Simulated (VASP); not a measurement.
# La3YO2 (P4/mmm) in VASP: relaxation of shape and atoms at fixed volume with PBE

Aim: the relaxation of shape and atoms at fixed volume of La3YO2 with PBE.

Everything below comes from runs of VASP 6.6.1. Logs are shortened: lines on timing, memory, paths and dates and some standing lists are left out, and cuts for length are marked.

### Step 1. The cell of the first run

It takes space group P4/mmm (No. 123, tetragonal). Conventional cell: a = 5.180 Å, b = 5.180 Å, c = 4.790 Å, α = 90.00°, β = 90.00°, γ = 90.00°. La (site symmetry 4/mmm) has 2 O at 2.39 Å within 3.2 Å. Within 3.7 Å of La (site symmetry mmm) lie 4 O at 2.59 Å and 8 La at 3.53 to 3.66 Å and 4 Y at 3.53 Å. Y (site symmetry 4/mmm) has 2 O at 2.39 Å within 3.2 Å. O (site symmetry 4/mmm) has 6 La at 2.39 to 2.59 Å within 3.2 Å. Within 3.2 Å of O (site symmetry 4/mmm) lie 2 Y at 2.39 Å and 4 La at 2.59 Å.

### Step 2. Relaxation of shape and atoms at fixed volume, PBE (21.42 Å³/atom)

The input, INCAR:

```
PREC = Accurate
ENCUT = 600
EDIFF = 1E-7
ISMEAR = 0
SIGMA = 0.1
LREAL = F
LASPH = T
NELM = 100
ALGO = Normal
ISIF = 4
LWAVE = F
LCHARG = F
GGA = PE
IBRION = 2
NSW = 50
EDIFFG = -0.01
```

The input, KPOINTS:

```
Automatic mesh
0
Gamma
  6 6 6
```

The input, POSCAR:

```
La3YO2
1.0
    5.1802440482      0.0000000000      0.0000000000
    0.0000000000      5.1802440482      0.0000000000
    0.0000000000      0.0000000000      4.7899506413
La Y O
3 1 2
Direct
    0.5000000000      0.5000000000      0.0000000000
    0.0000000000      0.5000000000      0.5000000000
    0.5000000000      0.0000000000      0.5000000000
    0.0000000000      0.0000000000      0.0000000000
    0.5000000000      0.5000000000      0.5000000000
    0.0000000000      0.0000000000      0.5000000000
```

Potentials or basis: VASP PAW PBE potentials, release 64 (La, Y_sv, O).

Launch:

```sh
cat potpaw_PBE.64/La/POTCAR potpaw_PBE.64/Y_sv/POTCAR potpaw_PBE.64/O/POTCAR > POTCAR
mpirun -np 1 vasp_std > vasp.out
```

OUTCAR:

```text
PREC = Accurate
   ENCUT = 600
   EDIFF = 1E-7
   ISMEAR = 0
   LREAL = F
   LASPH = T
   NELM = 100
   ISIF = 4
   GGA = PE
   IBRION = 2
   NSW = 50
   EDIFFG = -0.01

 ion  position               nearest neighbor table
   1  0.500  0.500  0.000-   5 2.39   5 2.39   2 3.53   2 3.53   3 3.53   3 3.53   3 3.53   3 3.53
                             2 3.53   2 3.53   4 3.66   4 3.66   4 3.66   4 3.66
   2  0.000  0.500  0.500-   5 2.59   6 2.59   6 2.59   5 2.59   1 3.53   4 3.53   4 3.53   1 3.53
                             4 3.53   1 3.53   4 3.53   1 3.53   3 3.66   3 3.66   3 3.66   3 3.66
   3  0.500  0.000  0.500-   5 2.59   6 2.59   5 2.59   6 2.59   1 3.53   4 3.53   1 3.53   1 3.53
                             1 3.53   4 3.53   4 3.53   4 3.53   2 3.66   2 3.66   2 3.66   2 3.66
   4  0.000  0.000  0.000-   6 2.39   6 2.39   2 3.53   2 3.53   3 3.53   3 3.53   2 3.53   2 3.53
                             3 3.53   3 3.53   1 3.66   1 3.66   1 3.66   1 3.66
   5  0.500  0.500  0.500-   1 2.39   1 2.39   3 2.59   2 2.59   3 2.59   2 2.59
   6  0.000  0.000  0.500-   4 2.39   4 2.39   2 2.59   3 2.59   2 2.59   3 2.59

  LATTYP: Found a simple tetragonal cell.
 ALAT       =     5.1802440482
 C/A-ratio  =     0.9246573321

  Lattice vectors:

 A1 = (   5.1802440482,   0.0000000000,   0.0000000000)
 A2 = (   0.0000000000,   5.1802440482,   0.0000000000)
 A3 = (   0.0000000000,   0.0000000000,   4.7899506413)

Analysis of symmetry for initial positions (statically):
=====================================================================
 Subroutine PRICEL returns:
 Original cell was already a primitive cell.

 Routine SETGRP: Setting up the symmetry group for a
 simple tetragonal supercell.

 Subroutine GETGRP returns: Found 16 space group operations
 (whereof 16 operations were pure point group operations)
 out of a pool of 16 trial point group operations.

The static configuration has the point symmetry D_4h.

Analysis of symmetry for dynamics (positions and initial velocities):
=====================================================================
 Subroutine PRICEL returns:
 Original cell was already a primitive cell.

 Routine SETGRP: Setting up the symmetry group for a
 simple tetragonal supercell.

 Subroutine GETGRP returns: Found 16 space group operations
 (whereof 16 operations were pure point group operations)
 out of a pool of 16 trial point group operations.

The dynamic configuration has the point symmetry D_4h.

 Subroutine INISYM returns: Found 16 space group operations
 (whereof 16 operations are pure point group operations),
 and found     1 'primitive' translations

----------------------------------------------------------------------------------------

                                     Primitive cell

  volume of cell :     128.5380

  direct lattice vectors                    reciprocal lattice vectors
     5.180244048  0.000000000  0.000000000     0.193041098  0.000000000  0.000000000
     0.000000000  5.180244048  0.000000000     0.000000000  0.193041098  0.000000000
     0.000000000  0.000000000  4.789950641     0.000000000  0.000000000  0.208770419

  length of vectors
     5.180244048  5.180244048  4.789950641     0.193041098  0.193041098  0.208770419

  position of ions in fractional coordinates (direct lattice)
     0.500000000  0.500000000  0.000000000
     0.000000000  0.500000000  0.500000000
     0.500000000  0.000000000  0.500000000
     0.000000000  0.000000000  0.000000000
     0.500000000  0.500000000  0.500000000
     0.000000000  0.000000000  0.500000000

  ion indices of the primitive-cell ions
   primitive index   ion index
                 1           1
                 2           2
                 3           3
                 4           4
                 5           5
                 6           6

----------------------------------------------------------------------------------------

 KPOINTS: Automatic mesh

Automatic generation of k-mesh.
 Grid dimensions read from file:
 generate k-points for:    6    6    6

 Generating k-lattice:

  Cartesian coordinates                     Fractional coordinates (reciprocal lattice)
     0.032173516  0.000000000  0.000000000     0.166666667  0.000000000  0.000000000
     0.000000000  0.032173516  0.000000000     0.000000000  0.166666667  0.000000000
     0.000000000  0.000000000  0.034795070     0.000000000  0.000000000  0.166666667

  Length of vectors
     0.032173516  0.032173516  0.034795070

  Shift w.r.t. Gamma in fractional coordinates (k-lattice)
     0.000000000  0.000000000  0.000000000

 Subroutine IBZKPT returns following result:
 ===========================================

 Found     40 irreducible k-points:

 Following reciprocal coordinates:
            Coordinates               Weight
  0.000000  0.000000  0.000000      1.000000
  0.166667  0.000000  0.000000      4.000000
  0.333333  0.000000  0.000000      4.000000
  0.500000  0.000000  0.000000      2.000000
  0.166667  0.166667  0.000000      4.000000
  0.333333  0.166667  0.000000      8.000000
[... 16 lines left out ...]
  0.333333  0.000000  0.333333      8.000000
  0.500000  0.000000  0.333333      4.000000
 [... further k-points ...]
   k-points           NKPTS =     40   k-points in BZ     NKDIM =     40   number of bands    NBANDS=     33
   number of dos      NEDOS =    301   number of ions     NIONS =      6
   total plane-waves  NPLWV =  70560
   dimension x,y,z NGX =    42 NGY =   42 NGZ =   40
   dimension x,y,z NGXF=    84 NGYF=   84 NGZF=   80
   ions per type =               3   1   2
   NGX,Y,Z   is equivalent  to a cutoff of  13.48, 13.48, 13.88 a.u.
   NGXF,Y,Z  is equivalent  to a cutoff of  26.96, 26.96, 27.77 a.u.
 SYSTEM =  unknown system
   PREC   = accura    normal or accurate (medium, high low for compatibility)
   ISTART =      0    job   : 0-new  1-cont  2-samecut
   ICHARG =      2    charge: 1-file 2-atom 10-const
   ISPIN  =      1    spin polarized calculation?
   LNONCOLLINEAR =      F non collinear calculations
   LSORBIT =      F    spin-orbit coupling
   LASPH  =      T    aspherical Exc in radial PAW
   ENCUT  =  600.0 eV  44.10 Ry    6.64 a.u.  10.35 10.35  9.57*2*pi/ulx,y,z
   NELM   =    100;   NELMIN=  2; NELMDL= -5     # of ELM steps
   EDIFF  = 0.1E-06   stopping-criterion for ELM
   LREAL  =      F    real-space projection
   EDIFFG = -.1E-01   stopping-criterion for IOM
   NSW    =     50    number of steps for IOM
   IBRION =      2    ionic relax: 0-MD 1-quasi-New 2-CG
   NFREE  =      1    steps in history (QN), initial steepest desc. (CG)
   ISIF   =      4    stress and relaxation
   ISYM   =      2    0-nonsym 1-usesym 2-fastsym
   POTIM  = 0.5000    time-step for ionic-motion
   TEBEG  =    0.0;   TEEND  =   0.0 temperature during run
   PSTRESS=    0.0 pullay stress
   NELECT =      56.0000    total number of electrons
   NUPDOWN=      -1.0000    fix difference up-down
   EMIN   =  10.00;   EMAX   =-10.00  energy-range for DOS
   EFERMI =   0.00;   METHOD = LEGACY
   ISMEAR =     0;   SIGMA  =   0.10  broadening in eV -4-tet -1-fermi 0-gaus
   EFERMI_NEDOS =   21; number of points for ismear=-14 and -15
   IALGO  =     38    algorithm
   IMIX   =      4    mixing-type and parameters
     AMIX     =   0.40;   BMIX     =  1.00
     AMIX_MAG =   1.60;   BMIX_MAG =  1.00
  volume/ion in A,a.u.               =      21.42       144.57
  Fermi-wavevector in a.u.,A,eV,Ry     =   1.241063  2.345268 20.956187  1.540236
  Thomas-Fermi vector in A             =   2.375476
   LORBIT       =      0    0 simple, 1 ext, 2 COOP (PROOUT), +10 PAW based schemes
   GGA     = PE    functional components
   LHFCALC =     F    Hartree Fock is set to
   AEXX    =    0.0000 exact exchange contribution
   IVDW    =     0    specifies the selected vdW correction
   LEPSILON=     F    determine dielectric tensor
   LRPA    =     F    only Hartree local field effects (RPA)
 conjugate gradient relaxation of ions
 non-spin polarized calculation
 Gauss-broadening in eV      SIGMA  =   0.10
  energy-cutoff  :      600.00
  volume of cell :      128.54
 maximum number of plane-waves:      4315
 NGX is ok and might be reduce to    42
   NGX = 21   NGY = 21   NGZ = 19

--------------------------------------- Ionic step        1  -------------------------------------------

 number of electron      55.9999992 magnetization

 Free energy of the ion-electron system (eV)
  ---------------------------------------------------
  ext. energy  EPLUGINS =         0.00000000
  ---------------------------------------------------
  free energy    TOTEN  =       -42.19087656 eV

  energy without entropy =      -42.16657704  energy(sigma->0) =      -42.17872680

------------------------ aborting loop because EDIFF is reached ----------------------------------------

  FORCE on cell =-STRESS in cart. coord.  units (eV):
  Direction    XX          YY          ZZ          XY          YZ          ZX
  --------------------------------------------------------------------------------------
  -------------------------------------------------------------------------------------
  Total        3.7343332      3.7343332      4.3387737      0.0000000      0.0000000      0.0000000
  in kB       46.5470504     46.5470504     54.0811731      0.0000000      0.0000000      0.0000000
  external PRESSURE =      49.0584246 kB  Pullay stress =       0.0000000 kB
[... 65 lines left out ...]
  energy  without entropy=      -42.1667908452  energy(sigma->0) =      -42.17944142

--------------------------------------- Ionic step        3  -------------------------------------------

 number of electron      55.9999991 magnetization

 Free energy of the ion-electron system (eV)
  ---------------------------------------------------
  ext. energy  EPLUGINS =         0.00000000
  ---------------------------------------------------
  free energy    TOTEN  =       -42.19217801 eV

  energy without entropy =      -42.16655488  energy(sigma->0) =      -42.17936645

 E-fermi :   8.7745     XC(G=0): -10.6074

 val. band max:        8.7713282755   @ k =   0.3333   0.3333   0.1667
 cond. band min:       8.7790766295   @ k =   0.3333   0.0000   0.3333
 fundamental gap:      0.0077483540
 Fermi energy:         8.7744900793

 k-point     1 :       0.0000    0.0000    0.0000
  band No.  band energies     occupation
      1     -33.8138      2.00000
      2     -23.9683      2.00000
      3     -23.6696      2.00000
      4     -23.3765      2.00000
      5     -13.9657      2.00000
      6     -13.8705      2.00000
[... 853 lines left out ...]
     32       9.6260      0.00000
     33      10.4411      0.00000

 [... further k-points ...]

------------------------ aborting loop because EDIFF is reached ----------------------------------------

  FORCE on cell =-STRESS in cart. coord.  units (eV):
  Direction    XX          YY          ZZ          XY          YZ          ZX
  --------------------------------------------------------------------------------------
  -------------------------------------------------------------------------------------
  Total        3.8541699      3.8541699      3.8496012      0.0000000      0.0000000     -0.0000000
  in kB       48.0407704     48.0407704     47.9838225      0.0000000      0.0000000     -0.0000000
  external PRESSURE =      48.0217877 kB  Pullay stress =       0.0000000 kB
[... 21 lines left out ...]
  FREE ENERGIE OF THE ION-ELECTRON SYSTEM (eV)
  ---------------------------------------------------
  free  energy   TOTEN  =       -42.1921780142 eV

  energy  without entropy=      -42.1665548769  energy(sigma->0) =      -42.17936645

 reached required accuracy - stopping structural energy minimisation
```

Wall time 9.8 min (1 thread of Intel Xeon Platinum 8488C (Sapphire Rapids), shared host); peak memory 0.43 GiB.

Results:

- Free energy: -42.1922 eV
- Energy gained by relaxing: 0.2 meV/atom
- Ionic steps: 3
- Pressure after relaxing: 4.8 GPa
- Band gap on the k mesh: zero (bands 28 and 29 overlap by 2.30 eV)

Step by step:
| step | energy change (eV) | largest force (eV/Å) | pressure (GPa) | volume (Å³) |
| --- | --- | --- | --- | --- |
| 1 | 0.0000 | 0.0000 | 4.91 | 128.54 |
| 2 | -0.0012 | 0.0000 | 4.83 | 128.54 |
| 3 | -0.0013 | 0.0000 | 4.80 | 128.54 |

Final structure:
```cif
data_structure
_symmetry_space_group_name_H-M 'P 1'
_symmetry_Int_Tables_number 1
_cell_length_a 5.1689
_cell_length_b 5.1689
_cell_length_c 4.8110
_cell_angle_alpha 90.000
_cell_angle_beta 90.000
_cell_angle_gamma 90.000
_cell_volume 128.54
loop_
_atom_site_label
_atom_site_type_symbol
_atom_site_fract_x
_atom_site_fract_y
_atom_site_fract_z
_atom_site_occupancy
La1 La 0.50000 0.50000 0.00000 1
La2 La 0.00000 0.50000 0.50000 1
La3 La 0.50000 0.00000 0.50000 1
Y1 Y 0.00000 0.00000 0.00000 1
O1 O 0.50000 0.50000 0.50000 1
O2 O 0.00000 0.00000 0.50000 1
```

Caveat: spin-orbit coupling is left out, which moves the levels of the heavy elements.
